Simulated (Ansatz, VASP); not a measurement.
# Mo2Ru3: VASP beside Ansatz

INCAR

```
PREC = Accurate
ENCUT = 520
EDIFF = 1E-6
ISMEAR = 0
SIGMA = 0.2
LREAL = False
LASPH = True
NELM = 80
ALGO = Fast
ISIF = 2
LWAVE = False
LCHARG = True
GGA = PE
LELF = True
LVHAR = True
NBANDS = 81
```

File KPOINTS:

```
Automatic mesh
0
Gamma
  12 12 1
```

Contents of POSCAR:

```
Mo2Ru3
1.0
    2.7645907131     -0.0000000289      0.0000000000
   -1.3822953316      2.3942058031      0.0000000000
    0.0000000000      0.0000000000     22.0135456000
Mo Ru
4 6
Direct
    0.3333333333      0.6666666667      0.6487150000
    0.3333333333      0.6666666667      0.8512850000
    0.6666666667      0.3333333333      0.1487150000
    0.6666666667      0.3333333333      0.3512850000
    0.3333333333      0.6666666667      0.0495970000
    0.3333333333      0.6666666667      0.2500000000
    0.3333333333      0.6666666667      0.4504030000
    0.6666666667      0.3333333333      0.7500000000
    0.6666666667      0.3333333333      0.9504030000
    0.6666666667      0.3333333333      0.5495970000
```

Input for Ansatz:

```yaml
crystal:
  lattice:
    - [2.7645907131, -2.89e-08, 0.0]
    - [-1.3822953316, 2.3942058031, 0.0]
    - [0.0, 0.0, 22.0135456]
  atoms:
    - { symbol: Mo, position: [0.3333333333, 0.6666666667, 0.648715] }
    - { symbol: Mo, position: [0.3333333333, 0.6666666667, 0.851285] }
    - { symbol: Mo, position: [0.6666666667, 0.3333333333, 0.148715] }
    - { symbol: Mo, position: [0.6666666667, 0.3333333333, 0.351285] }
    - { symbol: Ru, position: [0.3333333333, 0.6666666667, 0.049597] }
    - { symbol: Ru, position: [0.3333333333, 0.6666666667, 0.25] }
    - { symbol: Ru, position: [0.3333333333, 0.6666666667, 0.450403] }
    - { symbol: Ru, position: [0.6666666667, 0.3333333333, 0.75] }
    - { symbol: Ru, position: [0.6666666667, 0.3333333333, 0.950403] }
    - { symbol: Ru, position: [0.6666666667, 0.3333333333, 0.549597] }
basis:
  ecutwfc: 420
kpoints:
  mp_grid: { grid: [12, 12, 1] }
hamiltonian:
  xc: pbe
scf:
  occupations: { method: gaussian, width: 0.2 }
  lower_state_search: "off"
output:
  forces: true
  stress: true
  eigenvalues: true
```

Alike in both runs: task single point; functional PBE; k mesh 12 × 12 × 1; occupations gaussian, width 0.2 eV; no spin polarisation.

|  | VASP | Ansatz |
| --- | --- | --- |
| version | VASP 6.6.1 | Ansatz 0.2.0 |
| potentials or method | VASP PAW PBE potentials, release 64 (Mo_sv, Ru_pv), cutoff 520 eV | scalar-relativistic, plane waves, PAW |
| valence electrons in the cell | 140 | 152 |

Ansatz gave:

| Item | Value |
| --- | --- |
| gap on the k mesh at the Fermi level (eV) | none |
| pressure (GPa) | 0.1 |
| traceless stress, the component that is largest in VASP (GPa) | 0.29 |
| rms of the force components (eV/Å) | 0.027 |

Which values does VASP return?

gap on the k mesh at the Fermi level (eV): none; pressure (GPa): 0.3; traceless stress, the component that is largest in VASP (GPa): 0.29; rms of the force components (eV/Å): 0.022.

Atom by atom the forces differ by 0.006 eV/Å (rms over components). A gap of «none» marks a metal or a gap that the smearing closes. The functional is the same, so the differences come from potentials, cutoffs and numerics. VASP's potentials hold 140 valence electrons a cell and Ansatz's 152, so a difference there can come from the potentials and not from the codes.
